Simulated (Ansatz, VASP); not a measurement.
**Two plane-wave programs on Cd**

```xyz
1
Lattice="-1.6791 1.6791 2.0149 1.6791 -1.6791 2.0149 1.6791 1.6791 -2.0149" Properties=species:S:1:pos:R:3 pbc="T T T"
Cd    0.0000    0.0000    0.0000
```

Alike in both runs: task single point; functional r2SCAN; k mesh 20 × 20 × 20; occupations gaussian, width 0.15 eV; no spin polarisation.

```csv
,VASP,Ansatz
version,VASP 6.6.1,Ansatz 0.2.0
potentials or method,"VASP PAW PBE potentials, release 64 (Cd), cutoff 520 eV","scalar-relativistic, plane waves, PAW"
valence electrons in the cell,12,20
```

|  | VASP | Ansatz | Ansatz less VASP |
| --- | --- | --- | --- |
| gap on the k mesh at the Fermi level (eV) | none | none | - |
| pressure (GPa) | -1.6 | -1.8 | -0.25 |
| traceless stress, the component that is largest in VASP (GPa) | 1.87 | 1.87 | -0.003 |

VASP's potentials were made for PBE, not for r2SCAN. A gap of «none» marks a metal or a gap that the smearing closes. VASP's potentials hold 12 valence electrons a cell and Ansatz's 20, so a difference there can come from the potentials and not from the codes.
